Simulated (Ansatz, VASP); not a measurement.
# Al2Cu: VASP beside Ansatz

```
CELL_PARAMETERS angstrom
-2.90510 2.90510 2.46570
2.90510 -2.90510 2.46570
2.90510 2.90510 -2.46570
ATOMIC_POSITIONS crystal
Al 0.15872 0.65872 0.81744
Al 0.65872 0.84128 0.50000
Al 0.84128 0.34128 0.18256
Al 0.34128 0.15872 0.50000
Cu 0.75000 0.75000 0.00000
Cu 0.25000 0.25000 0.00000
```

Alike in both runs: task single point; functional PBE; k mesh 10 × 10 × 10; occupations gaussian, width 0.15 eV; no spin polarisation.

```csv
,VASP,Ansatz
version,VASP 6.6.1,Ansatz 0.2.0
potentials or method,"VASP PAW PBE potentials, release 64 (Al, Cu), cutoff 520 eV","scalar-relativistic, plane waves, PAW"
valence electrons in the cell,34,50
```

|  | VASP | Ansatz | Ansatz less VASP |
| --- | --- | --- | --- |
| gap on the k mesh at the Fermi level (eV) | none | none | - |
| pressure (GPa) | 8.9 | 8.7 | -0.18 |
| traceless stress, the component that is largest in VASP (GPa) | -5.02 | -5.08 | -0.057 |
| rms of the force components (eV/Å) | 0.059 | 0.060 | +0.0015 |

Atom by atom the forces differ by 0.002 eV/Å (rms over components). A gap of «none» marks a metal or a gap that the smearing closes. VASP's potentials hold 34 valence electrons a cell and Ansatz's 50, so a difference there can come from the potentials and not from the codes.
